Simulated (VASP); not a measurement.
# Zn5CdS6 (P3m1) in VASP: single point with PBE

Aim: the single point of Zn5CdS6 with PBE.

All numbers are computed with VASP 6.6.1; they aren't measurements. Logs are shortened: lines on timing, memory, paths and dates and some standing lists are left out, and cuts for length are marked.

## Step 1: The cell of the first run

It takes space group P3m1 (No. 156, trigonal). The conventional cell has a = 3.894 Å, b = 3.894 Å, c = 19.277 Å, α = 90.00°, β = 90.00°, γ = 120.00°. Within 3.1 Å of Zn (site symmetry 3m) lie 4 S at 2.36 to 2.38 Å. Zn (site symmetry 3m) has 4 S at 2.36 to 2.38 Å within 3.1 Å. Zn (site symmetry 3m) has 4 S at 2.35 to 2.37 Å within 3.1 Å. Zn (site symmetry 3m) has 4 S at 2.36 to 2.38 Å within 3.1 Å. Within 3.1 Å of Zn (site symmetry 3m) lie 4 S at 2.36 to 2.38 Å. Within 3.3 Å of Cd (site symmetry 3m) lie 4 S at 2.50 to 2.55 Å. S (site symmetry 3m) has 4 Zn at 2.36 to 2.37 Å within 3.1 Å. Within 3.1 Å of S (site symmetry 3m) lie 3 Zn at 2.38 Å and 1 Cd at 2.55 Å.

## Step 2: Single point, PBE

File INCAR:

```
SYSTEM = Zn5CdS6
PREC     = Accurate       ! precision mode
ENCUT    = 520            ! plane-wave cutoff, eV
EDIFF    = 1E-6           ! SCF threshold, eV
ISMEAR   = 0              ! smearing method
SIGMA    = 0.02           ! smearing width, eV
LREAL    = .False.        ! projectors in reciprocal space
LASPH    = .True.         ! aspherical terms in the spheres
NELM     = 60             ! most SCF steps
ALGO     = Normal         ! electronic algorithm
ISIF     = 2              ! what is computed and relaxed
LWAVE    = .False.        ! write WAVECAR
LCHARG   = .False.        ! write CHGCAR
GGA      = PE             ! functional
NBANDS   = 66             ! bands
```

File KPOINTS:

```
regular mesh
0
Gamma
  12 12 2
  0 0 0
```

File POSCAR:

```
Zn5CdS6
1.0
    3.8936491629      0.0000000000      0.0000000000
   -1.9468245815      3.3719990885      0.0000000000
    0.0000000000      0.0000000000     19.2771703100
Zn Cd S
5 1 6
Direct
    0.3333333333      0.6666666667      0.9958812979
    0.3333333333      0.6666666667      0.6710020844
    0.6666666667      0.3333333333      0.1579405223
    0.6666666667      0.3333333333      0.5086136927
    0.6666666667      0.3333333333      0.8334316935
    0.3333333333      0.6666666667      0.3362051130
    0.3333333333      0.6666666667      0.1183145243
    0.3333333333      0.6666666667      0.4684687018
    0.3333333333      0.6666666667      0.7934351210
    0.6666666667      0.3333333333      0.2798172435
    0.6666666667      0.3333333333      0.6310326838
    0.6666666667      0.3333333333      0.9558573219
```

Potentials or basis: VASP PAW PBE potentials, release 64 (Zn, Cd, S).

Command:

```bash
$ cat potpaw_PBE.64/Zn/POTCAR potpaw_PBE.64/Cd/POTCAR potpaw_PBE.64/S/POTCAR > POTCAR
$ mpirun -np 1 vasp_std > vasp.out
```

OUTCAR:

```text
SYSTEM = Zn5CdS6
   PREC = Accurate
   ENCUT = 520
   EDIFF = 1E-6
   ISMEAR = 0
   LREAL = .False.
   LASPH = .True.
   NELM = 60
   ISIF = 2
   GGA = PE

 ion  position               nearest neighbor table
   1  0.333  0.667  0.996-   7 2.36  12 2.38  12 2.38  12 2.38
   2  0.333  0.667  0.671-   9 2.36  11 2.38  11 2.38  11 2.38
   3  0.667  0.333  0.158-  10 2.35   7 2.37   7 2.37   7 2.37
   4  0.667  0.333  0.509-  11 2.36   8 2.38   8 2.38   8 2.38
   5  0.667  0.333  0.833-  12 2.36   9 2.38   9 2.38   9 2.38
   6  0.333  0.667  0.336-  10 2.50  10 2.50  10 2.50   8 2.55
   7  0.333  0.667  0.118-   1 2.36   3 2.37   3 2.37   3 2.37
   8  0.333  0.667  0.468-   4 2.38   4 2.38   4 2.38   6 2.55
   9  0.333  0.667  0.793-   2 2.36   5 2.38   5 2.38   5 2.38
  10  0.667  0.333  0.280-   3 2.35   6 2.50   6 2.50   6 2.50
  11  0.667  0.333  0.631-   4 2.36   2 2.38   2 2.38   2 2.38
  12  0.667  0.333  0.956-   5 2.36   1 2.38   1 2.38   1 2.38

  LATTYP: Found a hexagonal cell.
 ALAT       =     3.8936491629
 C/A-ratio  =     4.9509263684

  Lattice vectors:

 A1 = (   3.8936491629,   0.0000000000,   0.0000000000)
 A2 = (  -1.9468245815,   3.3719990885,   0.0000000000)
 A3 = (   0.0000000000,   0.0000000000,  19.2771703100)

Analysis of symmetry for initial positions (statically):
=====================================================================
 Subroutine PRICEL returns:
 Original cell was already a primitive cell.

 Routine SETGRP: Setting up the symmetry group for a
 hexagonal supercell.

 Subroutine GETGRP returns: Found  6 space group operations
 (whereof  6 operations were pure point group operations)
 out of a pool of 24 trial point group operations.

The static configuration has the point symmetry C_3v.

Analysis of symmetry for dynamics (positions and initial velocities):
=====================================================================
 Subroutine PRICEL returns:
 Original cell was already a primitive cell.

 Routine SETGRP: Setting up the symmetry group for a
 hexagonal supercell.

 Subroutine GETGRP returns: Found  6 space group operations
 (whereof  6 operations were pure point group operations)
 out of a pool of 24 trial point group operations.

The dynamic configuration has the point symmetry C_3v.

 Subroutine INISYM returns: Found  6 space group operations
 (whereof  6 operations are pure point group operations),
 and found     1 'primitive' translations

----------------------------------------------------------------------------------------

                                     Primitive cell

  volume of cell :     253.0973

  direct lattice vectors                    reciprocal lattice vectors
     3.893649163  0.000000000  0.000000000     0.256828481  0.148279993  0.000000000
    -1.946824582  3.371999088  0.000000000     0.000000000  0.296559985  0.000000000
     0.000000000  0.000000000 19.277170310     0.000000000  0.000000000  0.051874833

  length of vectors
     3.893649163  3.893649163 19.277170310     0.296559985  0.296559985  0.051874833

  position of ions in fractional coordinates (direct lattice)
     0.333333333  0.666666667  0.995881298
     0.333333333  0.666666667  0.671002084
     0.666666667  0.333333333  0.157940522
     0.666666667  0.333333333  0.508613693
     0.666666667  0.333333333  0.833431694
     0.333333333  0.666666667  0.336205113
     0.333333333  0.666666667  0.118314524
     0.333333333  0.666666667  0.468468702
     0.333333333  0.666666667  0.793435121
     0.666666667  0.333333333  0.279817243
     0.666666667  0.333333333  0.631032684
     0.666666667  0.333333333  0.955857322

  ion indices of the primitive-cell ions
   primitive index   ion index
                 1           1
                 2           2
                 3           3
                 4           4
                 5           5
                 6           6
                 7           7
                 8           8
                 9           9
                10          10
                11          11
                12          12

----------------------------------------------------------------------------------------

 KPOINTS: regular mesh

Automatic generation of k-mesh.
 Grid dimensions read from file:
 generate k-points for:   12   12    2

 Generating k-lattice:

  Cartesian coordinates                     Fractional coordinates (reciprocal lattice)
     0.021402373  0.012356666  0.000000000     0.083333333  0.000000000  0.000000000
     0.000000000  0.024713332  0.000000000     0.000000000  0.083333333  0.000000000
     0.000000000  0.000000000  0.025937417     0.000000000  0.000000000  0.500000000

  Length of vectors
     0.024713332  0.024713332  0.025937417

  Shift w.r.t. Gamma in fractional coordinates (k-lattice)
     0.000000000  0.000000000  0.000000000

 Subroutine IBZKPT returns following result:
 ===========================================

 Found     38 irreducible k-points:

 Following reciprocal coordinates:
            Coordinates               Weight
  0.000000  0.000000  0.000000      1.000000
  0.083333  0.000000  0.000000      6.000000
  0.166667 -0.000000  0.000000      6.000000
  0.250000  0.000000  0.000000      6.000000
  0.333333 -0.000000  0.000000      6.000000
  0.416667  0.000000  0.000000      6.000000
[... 16 lines left out ...]
  0.250000  0.000000  0.500000      6.000000
  0.333333 -0.000000  0.500000      6.000000
 [... further k-points ...]
   k-points           NKPTS =     38   k-points in BZ     NKDIM =     38   number of bands    NBANDS=     66
   number of dos      NEDOS =    301   number of ions     NIONS =     12
   total plane-waves  NPLWV = 129600
   dimension x,y,z NGX =    30 NGY =   30 NGZ =  144
   dimension x,y,z NGXF=    60 NGYF=   60 NGZF=  288
   ions per type =               5   1   6
   NGX,Y,Z   is equivalent  to a cutoff of  12.81, 12.81, 12.42 a.u.
   NGXF,Y,Z  is equivalent  to a cutoff of  25.62, 25.62, 24.84 a.u.
 SYSTEM =  Zn5CdS6
   PREC   = accura    normal or accurate (medium, high low for compatibility)
   ISTART =      0    job   : 0-new  1-cont  2-samecut
   ICHARG =      2    charge: 1-file 2-atom 10-const
   ISPIN  =      1    spin polarized calculation?
   LNONCOLLINEAR =      F non collinear calculations
   LSORBIT =      F    spin-orbit coupling
   LASPH  =      T    aspherical Exc in radial PAW
   ENCUT  =  520.0 eV  38.22 Ry    6.18 a.u.   7.24  7.24 35.84*2*pi/ulx,y,z
   NELM   =     60;   NELMIN=  2; NELMDL= -5     # of ELM steps
   EDIFF  = 0.1E-05   stopping-criterion for ELM
   LREAL  =      F    real-space projection
   EDIFFG = 0.1E-04   stopping-criterion for IOM
   NSW    =      0    number of steps for IOM
   IBRION =     -1    ionic relax: 0-MD 1-quasi-New 2-CG
   NFREE  =      0    steps in history (QN), initial steepest desc. (CG)
   ISIF   =      2    stress and relaxation
   ISYM   =      2    0-nonsym 1-usesym 2-fastsym
   POTIM  = 0.5000    time-step for ionic-motion
   TEBEG  =    0.0;   TEEND  =   0.0 temperature during run
   PSTRESS=    0.0 pullay stress
   NELECT =     108.0000    total number of electrons
   NUPDOWN=      -1.0000    fix difference up-down
   EMIN   =  10.00;   EMAX   =-10.00  energy-range for DOS
   EFERMI =   0.00;   METHOD = LEGACY
   ISMEAR =     0;   SIGMA  =   0.02  broadening in eV -4-tet -1-fermi 0-gaus
   EFERMI_NEDOS =   21; number of points for ismear=-14 and -15
   IALGO  =     38    algorithm
   IMIX   =      4    mixing-type and parameters
     AMIX     =   0.40;   BMIX     =  1.00
     AMIX_MAG =   1.60;   BMIX_MAG =  1.00
  volume/ion in A,a.u.               =      21.09       142.33
  Fermi-wavevector in a.u.,A,eV,Ry     =   1.232500  2.329087 20.668012  1.519056
  Thomas-Fermi vector in A             =   2.367268
   LORBIT       =      0    0 simple, 1 ext, 2 COOP (PROOUT), +10 PAW based schemes
   GGA     = PE    functional components
   LHFCALC =     F    Hartree Fock is set to
   AEXX    =    0.0000 exact exchange contribution
   IVDW    =     0    specifies the selected vdW correction
   LEPSILON=     F    determine dielectric tensor
   LRPA    =     F    only Hartree local field effects (RPA)
 non-spin polarized calculation
 Gauss-broadening in eV      SIGMA  =   0.02
  energy-cutoff  :      520.00
  volume of cell :      253.10
 maximum number of plane-waves:      6856
 NGX is ok and might be reduce to    30
   NGX = 15   NGY = 15   NGZ = 71

 number of electron     107.9999964 magnetization

 Free energy of the ion-electron system (eV)
  ---------------------------------------------------
  ext. energy  EPLUGINS =         0.00000000
  ---------------------------------------------------
  free energy    TOTEN  =       -40.17915312 eV

  energy without entropy =      -40.17915312  energy(sigma->0) =      -40.17915312

 E-fermi :   2.0295     XC(G=0):  -9.4212

 val. band max:        1.9429004369   @ k =   0.0000   0.0000   0.0000
 cond. band min:       3.5233293896   @ k =   0.0000   0.0000   0.0000
 fundamental gap:      1.5804289527
 Fermi energy:         2.0294765961

 k-point     1 :       0.0000    0.0000    0.0000
  band No.  band energies     occupation
      1     -11.1663      2.00000
      2     -10.9939      2.00000
      3     -10.8549      2.00000
      4     -10.5705      2.00000
      5     -10.4466      2.00000
      6     -10.2321      2.00000
[... 58 lines left out ...]
     65       8.1519      0.00000
     66       8.1840      0.00000

 k-point     2 :       0.0833    0.0000    0.0000
  band No.  band energies     occupation
      1     -11.1243      2.00000
      2     -10.9545      2.00000
      3     -10.8183      2.00000
      4     -10.5410      2.00000
      5     -10.4201      2.00000
      6     -10.2115      2.00000
[... 1576 lines left out ...]
     65       7.8719      0.00000
     66       8.1319      0.00000

 [... further k-points ...]

------------------------ aborting loop because EDIFF is reached ----------------------------------------

  FORCE on cell =-STRESS in cart. coord.  units (eV):
  Direction    XX          YY          ZZ          XY          YZ          ZX
  --------------------------------------------------------------------------------------
  -------------------------------------------------------------------------------------
  Total        0.2854616      0.2854616      0.2988954     -0.0000000      0.0000000     -0.0000000
  in kB        1.8070525      1.8070525      1.8920918     -0.0000000      0.0000000     -0.0000000
  external PRESSURE =       1.8353989 kB  Pullay stress =       0.0000000 kB

 VOLUME and BASIS-vectors are now :
 -----------------------------------------------------------------------------
  energy-cutoff  :      520.00
  volume of cell :      253.10
      direct lattice vectors                 reciprocal lattice vectors
     3.893649163  0.000000000  0.000000000     0.256828481  0.148279993  0.000000000
    -1.946824582  3.371999088  0.000000000     0.000000000  0.296559985  0.000000000
     0.000000000  0.000000000 19.277170310     0.000000000  0.000000000  0.051874833

 POSITION                                       TOTAL-FORCE (eV/Angst)
 -----------------------------------------------------------------------------------
     -0.00000      2.24800     19.19777         0.000000     -0.000000      0.002181
     -0.00000      2.24800     12.93502         0.000000     -0.000000     -0.002769
      1.94682      1.12400      3.04465        -0.000000      0.000000     -0.000634
      1.94682      1.12400      9.80463         0.000000     -0.000000     -0.002669
      1.94682      1.12400     16.06620        -0.000000     -0.000000     -0.001300
     -0.00000      2.24800      6.48108        -0.000000     -0.000000      0.014095
     -0.00000      2.24800      2.28077        -0.000000     -0.000000     -0.000040
     -0.00000      2.24800      9.03075         0.000000      0.000000      0.016862
     -0.00000      2.24800     15.29518        -0.000000     -0.000000      0.000592
      1.94682      1.12400      5.39408        -0.000000      0.000000     -0.028781
      1.94682      1.12400     12.16452        -0.000000     -0.000000      0.001707
      1.94682      1.12400     18.42622         0.000000     -0.000000      0.000756
 -----------------------------------------------------------------------------------
    total drift:                               -0.000001     -0.000001      0.000195

  FREE ENERGIE OF THE ION-ELECTRON SYSTEM (eV)
  ---------------------------------------------------
  free  energy   TOTEN  =       -40.1791531214 eV

  energy  without entropy=      -40.1791531214  energy(sigma->0) =      -40.17915312
```

Run time: 16 min. Hardware: 1 thread of AMD EPYC 9755, shared host; peak memory 0.63 GiB.

What came out:

- Free energy: -40.1792 eV
- Pressure: 0.2 GPa
- Largest force: 0.029 eV/Å
- Band gap on the k mesh: 1.58 eV

Forces in eV/Å, atoms in the order of the input:
```
Zn   0.000  0.000  0.002
Zn   0.000  0.000 -0.003
Zn   0.000  0.000 -0.001
Zn   0.000  0.000 -0.003
Zn   0.000  0.000 -0.001
Cd   0.000  0.000  0.014
S    0.000  0.000  0.000
S    0.000  0.000  0.017
S    0.000  0.000  0.001
S    0.000  0.000 -0.029
S    0.000  0.000  0.002
S    0.000  0.000  0.001
```

A k mesh can miss the band edges.
